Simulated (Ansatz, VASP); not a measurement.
One calculation of WAu, two programs

```
W Au
1.0
     0.00000    2.90921    2.90921
     2.90921    0.00000    2.90921
     2.90921    2.90921    0.00000
W Au
1 1
Direct
  0.00000 0.00000 0.00000
  0.75000 0.75000 0.75000
```

Alike in both runs: task relaxation of cell and atoms; functional PBEsol; k mesh 6 × 6 × 6; occupations fermi-dirac, width 0.05 eV; spin-orbit coupling, no magnetisation.

|  | VASP | Ansatz |
| --- | --- | --- |
| version | VASP 6.6.1 | Ansatz 0.2.0 |
| potentials or method | VASP PAW PBE potentials, release 64 (W_sv, Au) | Ansatz PAW |
| plane-wave cutoff (eV) | 600 | 420 |
| valence electrons in the cell | 25 | 33 |

Ansatz gave:

| Item | Value |
| --- | --- |
| relaxed volume (Å³/atom) | 23.63 |
| relaxed cell length with the largest relative difference (Å) | 4.058 |

**Question.** Which values does VASP return?

**Answer.** Relaxed volume (Å³/atom): 23.73; relaxed cell length with the largest relative difference (Å): 4.064.

VASP's potentials were made for PBE, not for PBEsol. VASP's potentials hold 25 valence electrons a cell and Ansatz's 33, so a difference there can come from the potentials and not from the codes.

Noted on Ansatz's run: the plane-wave basis is chosen anew once the cell has moved, so the energies of steps on either side of that aren't comparable.
